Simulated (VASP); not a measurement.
Here is a VASP 6.6.1 calculation.

Contents of INCAR:

```
SYSTEM = La3N
  ALGO = Normal
  EDIFF = 1E-6
  EDIFFG = -0.01
  ENCUT = 600
  GGA = PE
  IBRION = 2
  ISIF = 3
  ISMEAR = 0
  LASPH = .TRUE.
  LCHARG = .FALSE.
  LREAL = .FALSE.
  LWAVE = .FALSE.
  NELM = 80
  NSW = 100
  PREC = Accurate
  SIGMA = 0.1
```

The input KPOINTS:

```
k-points
0
G
  12 12 10
  0 0 0
```

Contents of POSCAR:

```
La3N
1.0
    5.1139800503      0.0000000000      0.0000000000
   -2.5569900251      4.4288366380      0.0000000000
    0.0000000000      0.0000000000      4.9037890284
La N
3 1
Direct
    0.3333333333      0.6666666667      0.5000000000
    0.6666666667      0.3333333333      0.5000000000
    0.0000000000      0.0000000000      0.0000000000
    0.0000000000      0.0000000000      0.5000000000
```

Potentials or basis: VASP PAW PBE potentials, release 64 (La, N).

The run is started by

```console
$ cat potpaw_PBE.64/La/POTCAR potpaw_PBE.64/N/POTCAR > POTCAR
$ mpirun -np 1 vasp_std > vasp.out
```

**Question.** Predict the space group after relaxing (to 0.1 Å).

**Answer.** P6/mmm (No. 191).

**Question.** Estimate the relaxed cell.

**Answer.** a = 5.083 Å, b = 5.083 Å, c = 4.916 Å, α = 90.00°, β = 90.00°, γ = 120.00°.

**Question.** Estimate the band gap on the k mesh.

**Answer.** Zero (bands 19 and 20 overlap by 0.83 eV).

Final structure:
```
La N
1.0
     5.08285    0.00000    0.00000
    -2.54143    4.40188    0.00000
     0.00000    0.00000    4.91582
La N
3 1
Direct
  0.33333 0.66667 0.50000
  0.66667 0.33333 0.50000
  0.00000 0.00000 0.00000
  0.00000 0.00000 0.50000
```

Caveat: spin-orbit coupling is left out, which moves the levels of the heavy elements.
